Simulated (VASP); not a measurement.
# Zn2GeN3 (P6/mmm) in VASP: single point with PBE

Aim: the single point of Zn2GeN3 with PBE.

Program: VASP 6.6.1. These are calculated values, not measurements. Logs are shortened: lines on timing, memory, paths and dates and some standing lists are left out, and cuts for length are marked.

## (1) The cell of the first run

The structure is hexagonal, space group P6/mmm (No. 191). Conventional cell: a = 4.224 Å, b = 4.224 Å, c = 7.440 Å, α = 90.00°, β = 90.00°, γ = 120.00°. Zn (site symmetry 6mm) has 1 Ge at 2.47 Å and 1 Zn at 2.50 Å and 6 N at 3.25 Å within 3.3 Å. Within 2.8 Å of Ge (site symmetry 6/mmm) lie 6 N at 2.11 Å and 2 Zn at 2.47 Å. N (site symmetry mmm) has 4 N at 2.11 Å and 2 Ge at 2.11 Å within 2.8 Å.

## (2) Single point, PBE

INCAR

```
ALGO = Normal ; EDIFF = 1E-6
ENCUT = 520 ; GGA = PE
ISIF = 2 ; ISMEAR = 0
LASPH = T ; LCHARG = F
LREAL = F ; LWAVE = F
NBANDS = 36 ; NELM = 60
PREC = Accurate ; SIGMA = 0.1
```

KPOINTS

```
k-points
0
Gamma
  12 12 6
```

POSCAR

```
Zn2GeN3
1.0
    4.2244864486      0.0000000000      0.0000000000
   -2.1122432243      3.6585125824      0.0000000000
    0.0000000000      0.0000000000      7.4404356998
Zn Ge N
2 1 3
Direct
    0.0000000000      0.0000000000      0.1677085496
    0.0000000000      0.0000000000      0.8322914504
    0.0000000000      0.0000000000      0.5000000000
    0.5000000000      0.0000000000      0.5000000000
    0.0000000000      0.5000000000      0.5000000000
    0.5000000000      0.5000000000      0.5000000000
```

Potentials or basis: VASP PAW PBE potentials, release 64 (Zn, Ge_d, N).

Command:

```
> cat potpaw_PBE.64/Zn/POTCAR potpaw_PBE.64/Ge_d/POTCAR potpaw_PBE.64/N/POTCAR > POTCAR
> mpirun -np 1 vasp_std > vasp.out
```

OUTCAR:

```text
EDIFF = 1E-6
   ENCUT = 520
   GGA = PE
   ISIF = 2
   ISMEAR = 0
   LASPH = T
   LREAL = F
   NELM = 60
   PREC = Accurate

 ion  position               nearest neighbor table
   1  0.000  0.000  0.168-   3 2.47   2 2.50
   2  0.000  0.000  0.832-   3 2.47   1 2.50
   3  0.000  0.000  0.500-   5 2.11   6 2.11   5 2.11   6 2.11   4 2.11   4 2.11   1 2.47   2 2.47

   4  0.500  0.000  0.500-   3 2.11   3 2.11
   5  0.000  0.500  0.500-   3 2.11   3 2.11
   6  0.500  0.500  0.500-   3 2.11   3 2.11

  LATTYP: Found a hexagonal cell.
 ALAT       =     4.2244864486
 C/A-ratio  =     1.7612639525

  Lattice vectors:

 A1 = (   4.2244864486,   0.0000000000,   0.0000000000)
 A2 = (  -2.1122432243,   3.6585125824,   0.0000000000)
 A3 = (   0.0000000000,   0.0000000000,   7.4404356998)

Analysis of symmetry for initial positions (statically):
=====================================================================
 Subroutine PRICEL returns:
 Original cell was already a primitive cell.

 Routine SETGRP: Setting up the symmetry group for a
 hexagonal supercell.

 Subroutine GETGRP returns: Found 24 space group operations
 (whereof 24 operations were pure point group operations)
 out of a pool of 24 trial point group operations.

The static configuration has the point symmetry D_6h.

Analysis of symmetry for dynamics (positions and initial velocities):
=====================================================================
 Subroutine PRICEL returns:
 Original cell was already a primitive cell.

 Routine SETGRP: Setting up the symmetry group for a
 hexagonal supercell.

 Subroutine GETGRP returns: Found 24 space group operations
 (whereof 24 operations were pure point group operations)
 out of a pool of 24 trial point group operations.

The dynamic configuration has the point symmetry D_6h.

 Subroutine INISYM returns: Found 24 space group operations
 (whereof 24 operations are pure point group operations),
 and found     1 'primitive' translations

----------------------------------------------------------------------------------------

                                     Primitive cell

  volume of cell :     114.9944

  direct lattice vectors                    reciprocal lattice vectors
     4.224486449  0.000000000  0.000000000     0.236715163  0.136667563  0.000000000
    -2.112243224  3.658512582  0.000000000     0.000000000  0.273335127  0.000000000
     0.000000000  0.000000000  7.440435700     0.000000000  0.000000000  0.134400731

  length of vectors
     4.224486449  4.224486449  7.440435700     0.273335127  0.273335127  0.134400731

  position of ions in fractional coordinates (direct lattice)
     0.000000000  0.000000000  0.167708550
     0.000000000  0.000000000  0.832291450
     0.000000000  0.000000000  0.500000000
     0.500000000  0.000000000  0.500000000
     0.000000000  0.500000000  0.500000000
     0.500000000  0.500000000  0.500000000

  ion indices of the primitive-cell ions
   primitive index   ion index
                 1           1
                 2           2
                 3           3
                 4           4
                 5           5
                 6           6

----------------------------------------------------------------------------------------

 KPOINTS: k-points

Automatic generation of k-mesh.
 Grid dimensions read from file:
 generate k-points for:   12   12    6

 Generating k-lattice:

  Cartesian coordinates                     Fractional coordinates (reciprocal lattice)
     0.019726264  0.011388964  0.000000000     0.083333333  0.000000000  0.000000000
     0.000000000  0.022777927  0.000000000     0.000000000  0.083333333  0.000000000
     0.000000000  0.000000000  0.022400122     0.000000000  0.000000000  0.166666667

  Length of vectors
     0.022777927  0.022777927  0.022400122

  Shift w.r.t. Gamma in fractional coordinates (k-lattice)
     0.000000000  0.000000000  0.000000000

 Subroutine IBZKPT returns following result:
 ===========================================

 Found     76 irreducible k-points:

 Following reciprocal coordinates:
            Coordinates               Weight
  0.000000  0.000000  0.000000      1.000000
  0.083333 -0.000000  0.000000      6.000000
  0.166667  0.000000  0.000000      6.000000
  0.250000 -0.000000  0.000000      6.000000
  0.333333  0.000000  0.000000      6.000000
  0.416667 -0.000000  0.000000      6.000000
[... 16 lines left out ...]
  0.250000 -0.000000  0.166667     12.000000
  0.333333  0.000000  0.166667     12.000000
 [... further k-points ...]
   k-points           NKPTS =     76   k-points in BZ     NKDIM =     76   number of bands    NBANDS=     36
   number of dos      NEDOS =    301   number of ions     NIONS =      6
   total plane-waves  NPLWV =  57344
   dimension x,y,z NGX =    32 NGY =   32 NGZ =   56
   dimension x,y,z NGXF=    64 NGYF=   64 NGZF=  112
   ions per type =               2   1   3
   NGX,Y,Z   is equivalent  to a cutoff of  12.59, 12.59, 12.51 a.u.
   NGXF,Y,Z  is equivalent  to a cutoff of  25.19, 25.19, 25.02 a.u.
 SYSTEM =  unknown system
   PREC   = accura    normal or accurate (medium, high low for compatibility)
   ISTART =      0    job   : 0-new  1-cont  2-samecut
   ICHARG =      2    charge: 1-file 2-atom 10-const
   ISPIN  =      1    spin polarized calculation?
   LNONCOLLINEAR =      F non collinear calculations
   LSORBIT =      F    spin-orbit coupling
   LASPH  =      T    aspherical Exc in radial PAW
   ENCUT  =  520.0 eV  38.22 Ry    6.18 a.u.   7.85  7.85 13.83*2*pi/ulx,y,z
   NELM   =     60;   NELMIN=  2; NELMDL= -5     # of ELM steps
   EDIFF  = 0.1E-05   stopping-criterion for ELM
   LREAL  =      F    real-space projection
   EDIFFG = 0.1E-04   stopping-criterion for IOM
   NSW    =      0    number of steps for IOM
   IBRION =     -1    ionic relax: 0-MD 1-quasi-New 2-CG
   NFREE  =      0    steps in history (QN), initial steepest desc. (CG)
   ISIF   =      2    stress and relaxation
   ISYM   =      2    0-nonsym 1-usesym 2-fastsym
   POTIM  = 0.5000    time-step for ionic-motion
   TEBEG  =    0.0;   TEEND  =   0.0 temperature during run
   PSTRESS=    0.0 pullay stress
   NELECT =      53.0000    total number of electrons
   NUPDOWN=      -1.0000    fix difference up-down
   EMIN   =  10.00;   EMAX   =-10.00  energy-range for DOS
   EFERMI =   0.00;   METHOD = LEGACY
   ISMEAR =     0;   SIGMA  =   0.10  broadening in eV -4-tet -1-fermi 0-gaus
   EFERMI_NEDOS =   21; number of points for ismear=-14 and -15
   IALGO  =     38    algorithm
   IMIX   =      4    mixing-type and parameters
     AMIX     =   0.40;   BMIX     =  1.00
     AMIX_MAG =   1.60;   BMIX_MAG =  1.00
  volume/ion in A,a.u.               =      19.17       129.34
  Fermi-wavevector in a.u.,A,eV,Ry     =   1.264565  2.389681 21.757413  1.599125
  Thomas-Fermi vector in A             =   2.397864
   LORBIT       =      0    0 simple, 1 ext, 2 COOP (PROOUT), +10 PAW based schemes
   GGA     = PE    functional components
   LHFCALC =     F    Hartree Fock is set to
   AEXX    =    0.0000 exact exchange contribution
   IVDW    =     0    specifies the selected vdW correction
   LEPSILON=     F    determine dielectric tensor
   LRPA    =     F    only Hartree local field effects (RPA)
 non-spin polarized calculation
 Gauss-broadening in eV      SIGMA  =   0.10
  energy-cutoff  :      520.00
  volume of cell :      114.99
 maximum number of plane-waves:      3126
 NGX is ok and might be reduce to    32
   NGX = 15   NGY = 15   NGZ = 27

 number of electron      52.9999979 magnetization

 Free energy of the ion-electron system (eV)
  ---------------------------------------------------
  ext. energy  EPLUGINS =         0.00000000
  ---------------------------------------------------
  free energy    TOTEN  =       -19.73015909 eV

  energy without entropy =      -19.71087386  energy(sigma->0) =      -19.72051648

 E-fermi :   1.3266     XC(G=0):  -8.7540

 val. band max:        1.3185100148   @ k =   0.0833  -0.0000   0.0000
 cond. band min:       1.3290770554   @ k =   0.3333   0.2500   0.3333
 fundamental gap:      0.0105670406
 Fermi energy:         1.3265851101

 k-point     1 :       0.0000    0.0000    0.0000
  band No.  band energies     occupation
      1     -23.3805      2.00000
      2     -23.3642      2.00000
      3     -23.3642      2.00000
      4     -23.2990      2.00000
      5     -23.2990      2.00000
      6     -16.1598      2.00000
[... 28 lines left out ...]
     35       7.8392      0.00000
     36       7.8392      0.00000

 k-point     2 :       0.0833   -0.0000    0.0000
  band No.  band energies     occupation
      1     -23.3796      2.00000
      2     -23.3643      2.00000
      3     -23.3631      2.00000
      4     -23.2992      2.00000
      5     -23.2990      2.00000
      6     -16.1016      2.00000
[... 28 lines left out ...]
     35       7.8305      0.00000
     36       7.9469      0.00000

 k-point     3 :       0.1667    0.0000    0.0000
  band No.  band energies     occupation
      1     -23.3772      2.00000
      2     -23.3642      2.00000
      3     -23.3603      2.00000
      4     -23.2997      2.00000
      5     -23.2992      2.00000
      6     -15.9277      2.00000
[... 28 lines left out ...]
     35       7.8028      0.00000
     36       7.9768      0.00000
[... 742 lines left out ...]
 k-point    23 :       0.2500   -0.0000    0.1667
  band No.  band energies     occupation
      1     -23.3749      2.00000
      2     -23.3631      2.00000
      3     -23.3564      2.00000
      4     -23.3005      2.00000
      5     -23.2994      2.00000
      6     -15.6402      2.00000
[... 28 lines left out ...]
     35       7.8021      0.00000
     36       7.8760      0.00000

 k-point    24 :       0.3333    0.0000    0.1667
  band No.  band energies     occupation
      1     -23.3742      2.00000
      2     -23.3606      2.00000
      3     -23.3525      2.00000
      4     -23.3012      2.00000
      5     -23.2996      2.00000
      6     -15.2476      2.00000
[... 28 lines left out ...]
     35       7.6974      0.00000
     36       7.7818      0.00000

 [... further k-points ...]
[... 5 lines left out ...]
  --------------------------------------------------------------------------------------
  -------------------------------------------------------------------------------------
  Total        0.0299287      0.0299287      0.0525783      0.0000000     -0.0000000      0.0000000
  in kB        0.4169858      0.4169858      0.7325558      0.0000000     -0.0000000      0.0000000
  external PRESSURE =       0.5221758 kB  Pullay stress =       0.0000000 kB

 VOLUME and BASIS-vectors are now :
 -----------------------------------------------------------------------------
  energy-cutoff  :      520.00
  volume of cell :      114.99
      direct lattice vectors                 reciprocal lattice vectors
     4.224486449  0.000000000  0.000000000     0.236715163  0.136667563  0.000000000
    -2.112243224  3.658512582  0.000000000     0.000000000  0.273335127  0.000000000
     0.000000000  0.000000000  7.440435700     0.000000000  0.000000000  0.134400731

 POSITION                                       TOTAL-FORCE (eV/Angst)
 -----------------------------------------------------------------------------------
      0.00000      0.00000      1.24782         0.000000      0.000000     -0.001444
      0.00000      0.00000      6.19261        -0.000000     -0.000000      0.001444
      0.00000      0.00000      3.72022         0.000000      0.000000      0.000000
      2.11224      0.00000      3.72022         0.000000      0.000000      0.000000
     -1.05612      1.82926      3.72022         0.000000      0.000000      0.000000
      1.05612      1.82926      3.72022         0.000000      0.000000      0.000000
 -----------------------------------------------------------------------------------
    total drift:                                0.000000      0.000000      0.000000

  FREE ENERGIE OF THE ION-ELECTRON SYSTEM (eV)
  ---------------------------------------------------
  free  energy   TOTEN  =       -19.7301590903 eV

  energy  without entropy=      -19.7108738644  energy(sigma->0) =      -19.72051648
```

Wall time 4.6 min (1 thread of AMD EPYC 7R43 (Zen 3), shared host); peak memory 0.37 GiB.

Results:

| Item | Value |
| --- | --- |
| Free energy | -19.7302 eV |
| Pressure | 0.1 GPa |
